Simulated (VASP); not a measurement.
A run of VASP 6.6.1 is set up as follows.

File INCAR:

```
SYSTEM = Cd
PREC = Accurate
ENCUT = 520
EDIFF = 1E-7
ISMEAR = 0
SIGMA = 0.1
LREAL = .False.
LASPH = .True.
NELM = 60
ALGO = Fast
ISIF = 2
LWAVE = .False.
LCHARG = .False.
GGA = PE
NBANDS = 12
```

Contents of KPOINTS:

```
Automatic mesh
0
Gamma
  16 16 16
  0 0 0
```

The input POSCAR:

```
Cd
1.0
   -1.7999914989      1.7999914989      1.7999914989
    1.7999914989     -1.7999914989      1.7999914989
    1.7999914989      1.7999914989     -1.7999914989
Cd
1
Direct
    0.0000000000      0.0000000000      0.0000000000
```

Potentials or basis: VASP PAW PBE potentials, release 64 (Cd).

Launch:

```sh
$ cat potpaw_PBE.64/Cd/POTCAR > POTCAR
$ mpirun -np 1 vasp_std > vasp.out
```

Question: Predict the pressure.

Answer: 0.2 GPa.

Question: Estimate the band gap on the k mesh.

Answer: Zero (band 6 reaches 5.82 eV, above the bottom of band 7 at 1.42 eV).
